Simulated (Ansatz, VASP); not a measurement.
# One calculation of TaN, two programs

INCAR

```
  ALGO = Normal
  EDIFF = 1E-6
  EDIFFG = -0.005
  ENCUT = 600
  GGA = PS
  IBRION = 2
  ISIF = 3
  ISMEAR = 0
  LASPH = T
  LCHARG = F
  LREAL = F
  LUSENCCL = F
  LWAVE = F
  NELM = 100
  NSW = 100
  PREC = Accurate
  SIGMA = 0.1
```

File KPOINTS:

```
k-points
0
Gamma
  12 12 12
```

File POSCAR:

```
TaN
1.0
    5.1960008669      0.0000000000      0.0000000000
   -2.5980004334      4.4998687488      0.0000000000
    0.0000000000      0.0000000000      2.9110000000
Ta N
3 3
Direct
    0.3333333333      0.6666666667      0.5000000000
    0.6666666667      0.3333333333      0.5000000000
    0.0000000000      0.0000000000      0.0000000000
    0.3928500000      0.0000000000      0.0000000000
    0.6071500000      0.6071500000      0.0000000000
    0.0000000000      0.3928500000      0.0000000000
```

Input for Ansatz:

```yaml
crystal:
  lattice:
    - [5.1960008669, 0.0, 0.0]
    - [-2.5980004334, 4.4998687488, 0.0]
    - [0.0, 0.0, 2.911]
  atoms:
    - { symbol: Ta, position: [0.3333333333, 0.6666666667, 0.5] }
    - { symbol: Ta, position: [0.6666666667, 0.3333333333, 0.5] }
    - { symbol: Ta, position: [0.0, 0.0, 0.0] }
    - { symbol: "N", position: [0.39285, 0.0, 0.0] }
    - { symbol: "N", position: [0.60715, 0.60715, 0.0] }
    - { symbol: "N", position: [0.0, 0.39285, 0.0] }
basis:
  ecutwfc: 420
kpoints:
  mp_grid: { grid: [12, 12, 12] }
hamiltonian:
  xc: pbesol
scf:
  occupations: { method: gaussian, width: 0.1 }
output:
  forces: true
  stress: true
  eigenvalues: true
  write_density: true
  write_potential: true
  elf: true
  volumetric_format: npy
relax:
  adjacent_minimum: "off"
  f_tol: 0.005
  max_steps: 80
  cell: { stress_tol: 0.05 }
```

Alike in both runs: task relaxation of cell and atoms; functional PBEsol; k mesh 12 × 12 × 12; occupations gaussian, width 0.1 eV; no spin polarisation.

|  | VASP | Ansatz |
| --- | --- | --- |
| version | VASP 6.6.1 | Ansatz 0.2.0 |
| potentials or method | VASP PAW PBE potentials, release 64 (Ta_pv, N), cutoff 600 eV | scalar-relativistic, plane waves, PAW |
| valence electrons in the cell | 48 | 54 |

VASP gave:

| Property | Result |
| --- | --- |
| gap on the k mesh at the Fermi level, each at its own relaxed structure (eV) | none |
| relaxed volume (Å³/atom) | 11.24 |
| relaxed length of the cell vector where the two differ most in proportion (Å) | 5.183 |

Question: Estimate Ansatz's values.

Answer: gap on the k mesh at the Fermi level, each at its own relaxed structure (eV): none; relaxed volume (Å³/atom): 11.21; relaxed length of the cell vector where the two differ most in proportion (Å): 5.179.

VASP's potentials were made for PBE, not for PBEsol. A gap of «none» marks a metal or a gap that the smearing closes. VASP's potentials hold 48 valence electrons a cell and Ansatz's 54, so a difference there can come from the potentials and not from the codes.

Neither program's run includes spin-orbit coupling.
